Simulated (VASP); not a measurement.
# Al (Fm-3m) in VASP: a series of runs, part 2 of 2

VASP 6.6.1.

## Step 3: Single point, PBEsol

This run uses another cell than the first one, of 14.91 Å³/atom, 1.055 times its volume.

Contents of INCAR:

```
SYSTEM = Al
ALGO     = Normal         ! electronic algorithm
EDIFF    = 1E-6           ! SCF threshold, eV
ENCUT    = 520            ! plane-wave cutoff, eV
GGA      = PS             ! functional
ISIF     = 2              ! what is computed and relaxed
ISMEAR   = 0              ! smearing method
LASPH    = .TRUE.         ! aspherical terms in the spheres
LCHARG   = .FALSE.        ! write CHGCAR
LREAL    = .FALSE.        ! projectors in reciprocal space
LWAVE    = .FALSE.        ! write WAVECAR
NBANDS   = 8              ! bands
NELM     = 60             ! most SCF steps
PREC     = Accurate       ! precision mode
SIGMA    = 0.1            ! smearing width, eV
```

Contents of KPOINTS:

```
k-points
0
G
  18 18 18
  0 0 0
```

Contents of POSCAR:

```
Al
1.0
    0.0000000000      1.9535617513      1.9535617513
    1.9535617513      0.0000000000      1.9535617513
    1.9535617513      1.9535617513      0.0000000000
Al
1
Direct
    0.0000000000      0.0000000000      0.0000000000
```

Potentials or basis: VASP PAW PBE potentials, release 64 (Al).

Launch:

```bash
cat potpaw_PBE.64/Al/POTCAR > POTCAR
mpirun -np 1 vasp_std > vasp.out
```

OUTCAR:

```text
SYSTEM = Al
   EDIFF = 1E-6
   ENCUT = 520
   GGA = PS
   ISIF = 2
   ISMEAR = 0
   LASPH = .TRUE.
   LREAL = .FALSE.
   NELM = 60
   PREC = Accurate

 ion  position               nearest neighbor table
   1  0.000  0.000  0.000-

  LATTYP: Found a face centered cubic cell.
 ALAT       =     3.9071235026

  Lattice vectors:

 A1 = (   0.0000000000,   1.9535617513,   1.9535617513)
 A2 = (   1.9535617513,   0.0000000000,   1.9535617513)
 A3 = (   1.9535617513,   1.9535617513,   0.0000000000)

Analysis of symmetry for initial positions (statically):
=====================================================================
 Subroutine PRICEL returns:
 Original cell was already a primitive cell.

 Routine SETGRP: Setting up the symmetry group for a
 face centered cubic supercell.

 Subroutine GETGRP returns: Found 48 space group operations
[... 9 lines left out ...]

 Routine SETGRP: Setting up the symmetry group for a
 face centered cubic supercell.

 Subroutine GETGRP returns: Found 48 space group operations
[... 11 lines left out ...]
                                     Primitive cell

  volume of cell :      14.9112

  direct lattice vectors                    reciprocal lattice vectors
     0.000000000  1.953561751  1.953561751    -0.255942767  0.255942767  0.255942767
     1.953561751  0.000000000  1.953561751     0.255942767 -0.255942767  0.255942767
     1.953561751  1.953561751  0.000000000     0.255942767  0.255942767 -0.255942767

  length of vectors
     2.762753524  2.762753524  2.762753524     0.443305876  0.443305876  0.443305876

  position of ions in fractional coordinates (direct lattice)
     0.000000000  0.000000000  0.000000000

  ion indices of the primitive-cell ions
   primitive index   ion index
                 1           1

----------------------------------------------------------------------------------------

 KPOINTS: k-points

Automatic generation of k-mesh.
 Grid dimensions read from file:
 generate k-points for:   18   18   18

 Generating k-lattice:

  Cartesian coordinates                     Fractional coordinates (reciprocal lattice)
    -0.014219043  0.014219043  0.014219043     0.055555556  0.000000000  0.000000000
     0.014219043 -0.014219043  0.014219043     0.000000000  0.055555556  0.000000000
     0.014219043  0.014219043 -0.014219043     0.000000000  0.000000000  0.055555556

  Length of vectors
     0.024628104  0.024628104  0.024628104

  Shift w.r.t. Gamma in fractional coordinates (k-lattice)
     0.000000000  0.000000000  0.000000000

 Subroutine IBZKPT returns following result:
 ===========================================

 Found    195 irreducible k-points:

 Following reciprocal coordinates:
            Coordinates               Weight
  0.000000  0.000000  0.000000      1.000000
  0.055556  0.000000  0.000000      8.000000
  0.111111  0.000000  0.000000      8.000000
  0.166667  0.000000  0.000000      8.000000
  0.222222  0.000000  0.000000      8.000000
  0.277778  0.000000  0.000000      8.000000
[... 16 lines left out ...]
 -0.277778  0.055556  0.000000     24.000000
 -0.222222  0.055556  0.000000     24.000000
 [... further k-points ...]
   k-points           NKPTS =    195   k-points in BZ     NKDIM =    195   number of bands    NBANDS=      8
   number of dos      NEDOS =    301   number of ions     NIONS =      1
   total plane-waves  NPLWV =  13824
   dimension x,y,z NGX =    24 NGY =   24 NGZ =   24
   dimension x,y,z NGXF=    48 NGYF=   48 NGZF=   48
   ions per type =               1
   NGX,Y,Z   is equivalent  to a cutoff of  14.44, 14.44, 14.44 a.u.
   NGXF,Y,Z  is equivalent  to a cutoff of  28.88, 28.88, 28.88 a.u.
 SYSTEM =  Al
   PREC   = accura    normal or accurate (medium, high low for compatibility)
   ISTART =      0    job   : 0-new  1-cont  2-samecut
   ICHARG =      2    charge: 1-file 2-atom 10-const
   ISPIN  =      1    spin polarized calculation?
   LNONCOLLINEAR =      F non collinear calculations
   LSORBIT =      F    spin-orbit coupling
   LASPH  =      T    aspherical Exc in radial PAW
   ENCUT  =  520.0 eV  38.22 Ry    6.18 a.u.   5.14  5.14  5.14*2*pi/ulx,y,z
   NELM   =     60;   NELMIN=  2; NELMDL= -5     # of ELM steps
   EDIFF  = 0.1E-05   stopping-criterion for ELM
   LREAL  =      F    real-space projection
   EDIFFG = 0.1E-04   stopping-criterion for IOM
   NSW    =      0    number of steps for IOM
   IBRION =     -1    ionic relax: 0-MD 1-quasi-New 2-CG
   NFREE  =      0    steps in history (QN), initial steepest desc. (CG)
   ISIF   =      2    stress and relaxation
   ISYM   =      2    0-nonsym 1-usesym 2-fastsym
   POTIM  = 0.5000    time-step for ionic-motion
   TEBEG  =    0.0;   TEEND  =   0.0 temperature during run
   PSTRESS=    0.0 pullay stress
   NELECT =       3.0000    total number of electrons
   NUPDOWN=      -1.0000    fix difference up-down
   EMIN   =  10.00;   EMAX   =-10.00  energy-range for DOS
   EFERMI =   0.00;   METHOD = LEGACY
   ISMEAR =     0;   SIGMA  =   0.10  broadening in eV -4-tet -1-fermi 0-gaus
   EFERMI_NEDOS =   21; number of points for ismear=-14 and -15
   IALGO  =     38    algorithm
   IMIX   =      4    mixing-type and parameters
     AMIX     =   0.40;   BMIX     =  1.00
     AMIX_MAG =   1.60;   BMIX_MAG =  1.00
  volume/ion in A,a.u.               =      14.91       100.63
  Fermi-wavevector in a.u.,A,eV,Ry     =   0.959279  1.812774 12.520292  0.920216
  Thomas-Fermi vector in A             =   2.088461
   LORBIT       =      0    0 simple, 1 ext, 2 COOP (PROOUT), +10 PAW based schemes
   GGA     = PS    functional components
   LHFCALC =     F    Hartree Fock is set to
   AEXX    =    0.0000 exact exchange contribution
   IVDW    =     0    specifies the selected vdW correction
   LEPSILON=     F    determine dielectric tensor
   LRPA    =     F    only Hartree local field effects (RPA)
 non-spin polarized calculation
 Gauss-broadening in eV      SIGMA  =   0.10
  energy-cutoff  :      520.00
  volume of cell :       14.91
 maximum number of plane-waves:       415
 NGX is ok and might be reduce to    24
   NGX = 11   NGY = 11   NGZ = 11

 number of electron       3.0000000 magnetization

 Free energy of the ion-electron system (eV)
  ---------------------------------------------------
  ext. energy  EPLUGINS =         0.00000000
  ---------------------------------------------------
  free energy    TOTEN  =        -4.06076590 eV

  energy without entropy =       -4.05815135  energy(sigma->0) =       -4.05945862

 E-fermi :   9.0404     XC(G=0): -10.6317

 val. band max:        9.0236229874   @ k =  -0.2222   0.3889   0.1667
 cond. band min:       9.0681846984   @ k =  -0.3333   0.3889   0.0556
 fundamental gap:      0.0445617111
 Fermi energy:         9.0404253066

 k-point     1 :       0.0000    0.0000    0.0000
  band No.  band energies     occupation
      1      -2.8022      2.00000
      2      22.2129      0.00000
      3      22.2129      0.00000
      4      22.2129      0.00000
      5      24.5053      0.00000
      6      24.5053      0.00000
      7      24.5053      0.00000
      8      26.2876      0.00000

 k-point     2 :       0.0556    0.0000    0.0000
  band No.  band energies     occupation
      1      -2.7125      2.00000
      2      20.7447      0.00000
      3      21.9788      0.00000
      4      21.9788      0.00000
      5      24.8838      0.00000
      6      24.8838      0.00000
      7      24.9195      0.00000
      8      27.2763      0.00000

 k-point     3 :       0.1111    0.0000    0.0000
  band No.  band energies     occupation
      1      -2.4438      2.00000
      2      18.4269      0.00000
      3      21.5294      0.00000
      4      21.5294      0.00000
      5      24.8767      0.00000
      6      25.7483      0.00000
      7      25.7483      0.00000
      8      27.9216      0.00000
[... 210 lines left out ...]
 k-point    23 :      -0.2778    0.0556    0.0000
  band No.  band energies     occupation
      1      -0.1974      2.00000
      2      10.9851      0.00000
      3      18.7845      0.00000
      4      21.8061      0.00000
      5      22.8120      0.00000
      6      24.3122      0.00000
      7      25.0258      0.00000
      8      28.9515      0.00000

 k-point    24 :      -0.2222    0.0556    0.0000
  band No.  band energies     occupation
      1      -1.0498      2.00000
      2      13.1074      0.00000
      3      18.9564      0.00000
      4      21.9501      0.00000
      5      23.8537      0.00000
      6      24.9741      0.00000
      7      25.4795      0.00000
      8      27.7788      0.00000

 [... further k-points ...]
[... 5 lines left out ...]
  --------------------------------------------------------------------------------------
  -------------------------------------------------------------------------------------
  Total        0.7509863      0.7509863      0.7509863      0.0000000      0.0000000     -0.0000000
  in kB       80.6921287     80.6921287     80.6921287      0.0000000      0.0000000     -0.0000000
  external PRESSURE =      80.6921287 kB  Pullay stress =       0.0000000 kB

 VOLUME and BASIS-vectors are now :
 -----------------------------------------------------------------------------
  energy-cutoff  :      520.00
  volume of cell :       14.91
      direct lattice vectors                 reciprocal lattice vectors
     0.000000000  1.953561751  1.953561751    -0.255942767  0.255942767  0.255942767
     1.953561751  0.000000000  1.953561751     0.255942767 -0.255942767  0.255942767
     1.953561751  1.953561751  0.000000000     0.255942767  0.255942767 -0.255942767

 POSITION                                       TOTAL-FORCE (eV/Angst)
 -----------------------------------------------------------------------------------
      0.00000      0.00000      0.00000         0.000000      0.000000     -0.000000
 -----------------------------------------------------------------------------------
    total drift:                               -0.000000      0.000000      0.000000

  FREE ENERGIE OF THE ION-ELECTRON SYSTEM (eV)
  ---------------------------------------------------
  free  energy   TOTEN  =        -4.0607658966 eV

  energy  without entropy=       -4.0581513508  energy(sigma->0) =       -4.05945862
```

Wall time 12 s (1 thread of Intel Xeon 8259CL, shared host); peak memory 0.14 GiB.

Results:

| Property | Result |
| --- | --- |
| Free energy | -4.0608 eV |
| Pressure | 8.1 GPa |

Caveat: the PAW data sets were made with another functional, which shifts forces and pressure a little.

## Step 4: Single point, PBEsol

This run uses another cell than the first one, of 11.46 Å³/atom, 0.811 times its volume.

Contents of INCAR:

```
SYSTEM = Al
  PREC = Accurate
  ENCUT = 520
  EDIFF = 1E-7
  ISMEAR = 0
  SIGMA = 0.1
  LREAL = .False.
  LASPH = .True.
  NELM = 100
  ALGO = Fast
  ISIF = 2
  LWAVE = .False.
  LCHARG = .False.
  GGA = PS
  NBANDS = 8
```

Contents of KPOINTS:

```
Automatic mesh
0
Gamma
  20 20 20
  0 0 0
```

Contents of POSCAR:

```
Al
1.0
    0.0000000000      1.7895118028      1.7895118028
    1.7895118028      0.0000000000      1.7895118028
    1.7895118028      1.7895118028      0.0000000000
Al
1
Direct
    0.0000000000      0.0000000000      0.0000000000
```

Launch:

```bash
cat potpaw_PBE.64/Al/POTCAR > POTCAR
mpirun -np 1 vasp_std > vasp.out
```

It took 30 s on 1 thread of Intel Xeon 8259CL, shared host; peak memory 0.13 GiB.

It converged, with:

* Free energy: -3.4365 eV
* Pressure: 60.3 GPa

Levels at points of the mesh, in eV from the Fermi level:
| k point | band 1 | band 2 | band 3 | band 4 | band 5 | band 6 |
| --- | --- | --- | --- | --- | --- | --- |
| (0.00, 0.00, 0.00) | -13.80 | 14.88 | 14.88 | 14.88 | 19.48 | 19.58 |
| (0.50, 0.00, 0.00) | -6.04 | -4.86 | 13.33 | 13.33 | 16.02 | 16.02 |
| (0.50, 0.50, 0.00) | -3.70 | -1.86 | 5.35 | 7.70 | 7.70 | 13.56 |

Caveat: the PAW data sets were made with another functional, which shifts forces and pressure a little.

## Step 5: Overview

```csv
cell,k mesh,gap on the mesh (eV),pressure (GPa)
"a = 2.714 Å, angles 60.0°, 1 atom",18 × 18 × 18,none,15.1
"a = 2.763 Å, angles 60.0°, 1 atom",18 × 18 × 18,none,8.1
"a = 2.531 Å, angles 60.0°, 1 atom",20 × 20 × 20,none,60.3
```

Alike in all rows: task single point; level PBEsol; potentials or basis VASP PAW PBE potentials, release 64 (Al); no spin polarisation; cutoff (eV) 520; smearing gaussian 0.1 eV.

Caveats: the PAW data sets were made with another functional, which shifts forces and pressure a little.

Total energies depend on the potentials used, so only differences within one code and one set of settings carry meaning.
